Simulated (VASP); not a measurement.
# Ti3Se (P-6m2) in VASP: notebook

Aim: see how the results for Ti3Se move with the level of theory and the settings. Levels: r2SCAN, PBE. Tasks: single point.

Program: VASP 6.6.1. These are calculated values, not measurements. Logs are shortened: lines on timing, memory, paths and dates and some standing lists are left out, and cuts for length are marked.

### Step 1. The cell of the first run

The structure is hexagonal, space group P-6m2 (No. 187). Conventional cell: a = 3.197 Å, b = 3.197 Å, c = 7.943 Å, α = 90.00°, β = 90.00°, γ = 120.00°. Within 3.4 Å of Se (site symmetry -6m2) lie 6 Ti at 2.58 Å and 6 Se at 3.20 Å. Ti (site symmetry -6m2) has 12 Ti at 2.85 to 3.20 Å within 3.8 Å. Within 3.4 Å of Ti (site symmetry 3m) lie 3 Se at 2.58 Å and 9 Ti at 2.85 to 3.20 Å.

### Step 2. Single point, r2SCAN

Input file POSCAR:

```
Ti3Se
1.0
    3.1974455988      0.0000000000      0.0000000000
   -1.5987227994      2.7690691158      0.0000000000
    0.0000000000      0.0000000000      7.9427450000
Se Ti
1 3
Direct
    0.0000000000      0.0000000000      0.0000000000
    0.6666666667      0.3333333333      0.5000000000
    0.3333333333      0.6666666667      0.7729020000
    0.3333333333      0.6666666667      0.2270980000
```

Input file INCAR.step1:

```
SYSTEM = Ti3Se
PREC = Accurate ; ENCUT = 520
ISMEAR = -1 ; SIGMA = 0.05
LREAL = .FALSE. ; LASPH = .TRUE.
NELM = 60 ; NBANDS = 29
GGA = PE ; ALGO = Normal
EDIFF = 1E-4 ; LWAVE = .TRUE.
LCHARG = .FALSE.
```

Input file INCAR.step2:

```
SYSTEM = Ti3Se
PREC = Accurate ; ENCUT = 520
EDIFF = 1E-6 ; ISMEAR = -1
SIGMA = 0.05 ; LREAL = .FALSE.
LASPH = .TRUE. ; NELM = 60
ALGO = Normal ; ISIF = 2
LWAVE = .FALSE. ; LCHARG = .FALSE.
METAGGA = R2SCAN ; LMIXTAU = .TRUE.
NBANDS = 29 ; ISTART = 1
```

Input file KPOINTS:

```
regular mesh
0
G
  10 10 4
  0 0 0
```

Potentials or basis: VASP PAW PBE potentials, release 64 (Se, Ti_sv).

Launch:

```
> cat potpaw_PBE.64/Se/POTCAR potpaw_PBE.64/Ti_sv/POTCAR > POTCAR
> cp INCAR.step1 INCAR
> mpirun -np 1 vasp_std > vasp.out
> cp INCAR.step2 INCAR
> mpirun -np 1 vasp_std > vasp.out
```

OUTCAR:

```text
SYSTEM = Ti3Se
   PREC = Accurate
   ENCUT = 520
   EDIFF = 1E-6
   ISMEAR = -1
   LREAL = .FALSE.
   LASPH = .TRUE.
   NELM = 60
   ISIF = 2
   METAGGA = R2SCAN
   ISTART = 1

 ion  position               nearest neighbor table
   1  0.000  0.000  0.000-   3 2.58   4 2.58   3 2.58   4 2.58   3 2.58   4 2.58
   2  0.667  0.333  0.500-   3 2.85   4 2.85   3 2.85   4 2.85   3 2.85   4 2.85
   3  0.333  0.667  0.773-   1 2.58   1 2.58   1 2.58   2 2.85   2 2.85   2 2.85
   4  0.333  0.667  0.227-   1 2.58   1 2.58   1 2.58   2 2.85   2 2.85   2 2.85

  LATTYP: Found a hexagonal cell.
 ALAT       =     3.1974455988
 C/A-ratio  =     2.4840907389

  Lattice vectors:

 A1 = (   3.1974455988,   0.0000000000,   0.0000000000)
 A2 = (  -1.5987227994,   2.7690691158,   0.0000000000)
 A3 = (   0.0000000000,   0.0000000000,   7.9427450000)

Analysis of symmetry for initial positions (statically):
=====================================================================
 Subroutine PRICEL returns:
 Original cell was already a primitive cell.

 Routine SETGRP: Setting up the symmetry group for a
 hexagonal supercell.

 Subroutine GETGRP returns: Found 12 space group operations
 (whereof 12 operations were pure point group operations)
 out of a pool of 24 trial point group operations.

The static configuration has the point symmetry D_3h.

Analysis of symmetry for dynamics (positions and initial velocities):
=====================================================================
 Subroutine PRICEL returns:
 Original cell was already a primitive cell.

 Routine SETGRP: Setting up the symmetry group for a
 hexagonal supercell.

 Subroutine GETGRP returns: Found 12 space group operations
 (whereof 12 operations were pure point group operations)
 out of a pool of 24 trial point group operations.

The dynamic configuration has the point symmetry D_3h.

 Subroutine INISYM returns: Found 12 space group operations
 (whereof 12 operations are pure point group operations),
 and found     1 'primitive' translations

----------------------------------------------------------------------------------------

                                     Primitive cell

  volume of cell :      70.3247

  direct lattice vectors                    reciprocal lattice vectors
     3.197445599  0.000000000  0.000000000     0.312749653  0.180566096  0.000000000
[... 83 lines left out ...]
   ICHARG =      0    charge: 1-file 2-atom 10-const
   ISPIN  =      1    spin polarized calculation?
   LNONCOLLINEAR =      F non collinear calculations
   LSORBIT =      F    spin-orbit coupling
   LASPH  =      T    aspherical Exc in radial PAW
   ENCUT  =  520.0 eV  38.22 Ry    6.18 a.u.   5.95  5.95 14.77*2*pi/ulx,y,z
   NELM   =     60;   NELMIN=  2; NELMDL=  0     # of ELM steps
   EDIFF  = 0.1E-05   stopping-criterion for ELM
   LREAL  =      F    real-space projection
   EDIFFG = 0.1E-04   stopping-criterion for IOM
   NSW    =      0    number of steps for IOM
   IBRION =     -1    ionic relax: 0-MD 1-quasi-New 2-CG
   NFREE  =      0    steps in history (QN), initial steepest desc. (CG)
   ISIF   =      2    stress and relaxation
   ISYM   =      2    0-nonsym 1-usesym 2-fastsym
   POTIM  = 0.5000    time-step for ionic-motion
   TEBEG  =    0.0;   TEEND  =   0.0 temperature during run
   PSTRESS=    0.0 pullay stress
   NELECT =      42.0000    total number of electrons
   NUPDOWN=      -1.0000    fix difference up-down
   EMIN   =  10.00;   EMAX   =-10.00  energy-range for DOS
   EFERMI =   0.00;   METHOD = LEGACY
   ISMEAR =    -1;   SIGMA  =   0.05  broadening in eV -4-tet -1-fermi 0-gaus
   EFERMI_NEDOS =   21; number of points for ismear=-14 and -15
   IALGO  =     38    algorithm
   IMIX   =      4    mixing-type and parameters
     AMIX     =   0.40;   BMIX     =  1.00
     AMIX_MAG =   1.60;   BMIX_MAG =  1.00
  volume/ion in A,a.u.               =      17.58       118.64
  Fermi-wavevector in a.u.,A,eV,Ry     =   1.378654  2.605279 25.860428  1.900688
  Thomas-Fermi vector in A             =   2.503696
   LORBIT       =      0    0 simple, 1 ext, 2 COOP (PROOUT), +10 PAW based schemes
   METAGGA = R2SCAN    functional components
   LHFCALC =     F    Hartree Fock is set to
   AEXX    =    0.0000 exact exchange contribution
   IVDW    =     0    specifies the selected vdW correction
   LEPSILON=     F    determine dielectric tensor
   LRPA    =     F    only Hartree local field effects (RPA)
 non-spin polarized calculation
  energy-cutoff  :      520.00
  volume of cell :       70.32
 maximum number of plane-waves:      1918
 NGX is ok and might be reduce to    24
   NGX = 11   NGY = 11   NGZ = 29

 number of electron      42.0000000 magnetization

 Free energy of the ion-electron system (eV)
  ---------------------------------------------------
  ext. energy  EPLUGINS =         0.00000000
  ---------------------------------------------------
  free energy    TOTEN  =       -55.33981535 eV

  energy without entropy =      -55.31774899  energy(sigma->0) =      -55.32878217

 E-fermi :   8.1511     XC(G=0): -12.1459

 val. band max:        8.1492471235   @ k =   0.3000   0.2000   0.0000
 cond. band min:       8.1648218330   @ k =   0.3000   0.3000   0.5000
 fundamental gap:      0.0155747095
 Fermi energy:         8.1511268432

 k-point     1 :       0.0000    0.0000    0.0000
  band No.  band energies     occupation
      1     -51.3697      2.00000
      2     -51.3530      2.00000
      3     -51.1496      2.00000
      4     -26.8086      2.00000
      5     -26.7231      2.00000
      6     -26.4196      2.00000
[... 757 lines left out ...]
     28      10.8549      0.00000
     29      11.0534      0.00000

 [... further k-points ...]
[... 5 lines left out ...]
  --------------------------------------------------------------------------------------
  -------------------------------------------------------------------------------------
  Total       -0.0266172     -0.0266172     -0.3450543     -0.0000000      0.0000000      0.0000000
  in kB       -0.6064077     -0.6064077     -7.8612280     -0.0000000      0.0000000      0.0000000
  external PRESSURE =      -3.0246811 kB  Pullay stress =       0.0000000 kB

 VOLUME and BASIS-vectors are now :
 -----------------------------------------------------------------------------
  energy-cutoff  :      520.00
  volume of cell :       70.32
      direct lattice vectors                 reciprocal lattice vectors
     3.197445599  0.000000000  0.000000000     0.312749653  0.180566096  0.000000000
    -1.598722799  2.769069116  0.000000000     0.000000000  0.361132192  0.000000000
     0.000000000  0.000000000  7.942745000     0.000000000  0.000000000  0.125901058

 POSITION                                       TOTAL-FORCE (eV/Angst)
 -----------------------------------------------------------------------------------
      0.00000      0.00000      0.00000        -0.000000      0.000000      0.000000
      1.59872      0.92302      3.97137        -0.000000      0.000000      0.000000
     -0.00000      1.84605      6.13896         0.000000     -0.000000      0.044264
     -0.00000      1.84605      1.80378         0.000000     -0.000000     -0.044264
 -----------------------------------------------------------------------------------
    total drift:                                0.000000     -0.000000     -0.000000

  FREE ENERGIE OF THE ION-ELECTRON SYSTEM (eV)
  ---------------------------------------------------
  free  energy   TOTEN  =       -55.3398153500 eV

  energy  without entropy=      -55.3177489937  energy(sigma->0) =      -55.32878217
```

OUTCAR.step1:

```text
SYSTEM = Ti3Se
   PREC = Accurate
   ENCUT = 520
   ISMEAR = -1
   LREAL = .FALSE.
   LASPH = .TRUE.
[... 997 lines left out ...]
      1.59872      0.92302      3.97137         0.000000     -0.000000     -0.000000
     -0.00000      1.84605      6.13896        -0.000000      0.000000     -0.044288
     -0.00000      1.84605      1.80378        -0.000000      0.000000      0.044288
 -----------------------------------------------------------------------------------
    total drift:                                0.000001     -0.000001     -0.000000

  FREE ENERGIE OF THE ION-ELECTRON SYSTEM (eV)
  ---------------------------------------------------
  free  energy   TOTEN  =       -28.8848130498 eV

  energy  without entropy=      -28.8610460337  energy(sigma->0) =      -28.87292954
```

OSZICAR.step1:

```text
N       E                     dE             d eps       ncg     rms          rms(c)
DAV:   1     0.518205529095E+03    0.51821E+03   -0.21642E+04  2436   0.174E+03
DAV:   2     0.329753073986E+02   -0.48523E+03   -0.47468E+03  2471   0.519E+02
DAV:   3    -0.266913790573E+02   -0.59667E+02   -0.58279E+02  4105   0.152E+02
DAV:   4    -0.325418240433E+02   -0.58504E+01   -0.58238E+01  3600   0.443E+01
DAV:   5    -0.328487079668E+02   -0.30688E+00   -0.30667E+00  3581   0.883E+00    0.155E+01
DAV:   6    -0.294794024681E+02    0.33693E+01   -0.24802E+01  3581   0.409E+01    0.668E+00
DAV:   7    -0.304890120568E+02   -0.10096E+01   -0.17547E+01  4118   0.232E+01    0.127E+01
DAV:   8    -0.288946971059E+02    0.15943E+01   -0.16076E+01  3617   0.136E+01    0.267E+00
DAV:   9    -0.288771465746E+02    0.17551E-01   -0.54176E-01  3396   0.438E+00    0.110E+00
DAV:  10    -0.288864888978E+02   -0.93423E-02   -0.66721E-02  3495   0.188E+00    0.536E-01
DAV:  11    -0.288847761975E+02    0.17127E-02   -0.26833E-02  3542   0.166E+00    0.114E-01
DAV:  12    -0.288848522831E+02   -0.76086E-04   -0.14655E-03  3344   0.393E-01    0.464E-02
DAV:  13    -0.288848130498E+02    0.39233E-04   -0.24915E-04  2175   0.136E-01
   1 F= -.28884813E+02 E0= -.28872930E+02  d E =-.237670E-01
```

Wall time 7.5 min (1 thread of AMD EPYC 7R13 (Zen 3), shared host); peak memory 0.2 GiB.

What came out:

| Quantity | Value |
| --- | --- |
| Free energy | -55.3398 eV |
| Pressure | -0.3 GPa |
| Largest force | 0.044 eV/Å |
| Band gap on the k mesh | zero (band 21 reaches 8.59 eV, above the bottom of band 22 at 7.94 eV) |

Forces in eV/Å, atoms in the order of the input:
```
Se   0.000  0.000  0.000
Ti   0.000  0.000  0.000
Ti   0.000  0.000  0.044
Ti   0.000  0.000 -0.044
```

Stress tensor (GPa, compression positive):
```
-0.06  0.00  0.00
 0.00 -0.06  0.00
 0.00  0.00 -0.79
```

Levels at points of the mesh, in eV from the Fermi level:
```
           k point  band 17  band 18  band 19  band 20  band 21  band 22  band 23  band 24  band 25  band 26
(0.00, 0.00, 0.00)    -1.55    -1.55    -0.39     0.15     0.15     0.35     0.35     0.88     1.12     1.52
(0.50, 0.00, 0.00)    -2.28    -1.90    -1.73    -0.90    -0.62     0.24     0.78     0.88     2.37     2.59
(0.00, 0.00, 0.50)    -1.62    -1.62    -0.79     0.44     0.44     0.52     0.61     0.61     1.08     1.08
(0.50, 0.00, 0.50)    -2.26    -1.70    -1.68    -1.11    -0.98     0.57     0.89     1.06     1.26     2.62
```

Caveat: the PAW data sets were made with another functional, which shifts forces and pressure a little.

(Continued in part 2 of 2.)
